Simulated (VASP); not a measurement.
Crystal: Ga2O3.

```
Ga O
1.0
     2.31829    1.33846    4.20383
    -2.31829    1.33846    4.20383
     0.00000   -2.67693    4.20383
Ga O
4 6
Direct
  0.85500 0.85500 0.85500
  0.35500 0.35500 0.35500
  0.14500 0.14500 0.14500
  0.64500 0.64500 0.64500
  0.44500 0.05500 0.75000
  0.05500 0.75000 0.44500
  0.55500 0.94500 0.25000
  0.25000 0.55500 0.94500
  0.94500 0.25000 0.55500
  0.75000 0.44500 0.05500
```

| Item | Value |
| --- | --- |
| Program | VASP 6.6.1 |
| Task | relaxation of cell and atoms |
| Functional | PBE |
| Potentials or basis | VASP PAW PBE potentials, release 64 (Ga_d, O) |
| Cutoff | 600 eV |
| k mesh | 6 × 6 × 6 |
| Occupations | fermi-dirac, width 0.02 eV |
| Spin | no spin polarisation |

At the start: pressure 89.6 GPa; volume 7.83 Å³/atom.

Where does the relaxation end?

Over 12 steps the energy falls by 509.0 meV/atom and the volume is 10.10 Å³/atom (+29.1 %); space group R-3c (No. 167, to 0.1 Å) before and after.

The path:
```
step  energy change (eV)  largest force (eV/Å)  pressure (GPa)  volume (Å³)
   1              0.0000                0.1183           89.63        78.27
   2              0.1434                0.1045          -33.86       139.05
   3             -5.0693                0.1007           -3.09       102.65
   4             -5.0842                0.1018           -0.94       101.49
   5             -5.0856                0.1022            0.06       100.99
   6             -5.0887                0.0519            0.05       101.02
   7             -5.0892                0.0209            0.04       101.03
   8             -5.0895                0.0148           -0.07       101.07
   9             -5.0896                0.0102           -0.12       101.10
  10             -5.0896                0.0094           -0.13       101.11
  11             -5.0896                0.0026            0.11       100.98
  12             -5.0897                0.0041           -0.01       101.03
```

Final structure:
```
CELL_PARAMETERS angstrom
2.53265 1.46222 4.54673
-2.53265 1.46222 4.54673
0.00000 -2.92445 4.54673
ATOMIC_POSITIONS crystal
Ga 0.85590 0.85590 0.85590
Ga 0.35590 0.35590 0.35590
Ga 0.14410 0.14410 0.14410
Ga 0.64410 0.64410 0.64410
O 0.44696 0.05304 0.75000
O 0.05304 0.75000 0.44696
O 0.55304 0.94696 0.25000
O 0.25000 0.55304 0.94696
O 0.94696 0.25000 0.55304
O 0.75000 0.44696 0.05304
```

Caveat: the volume moved by over 15 % at a fixed basis, so the end points are rough.
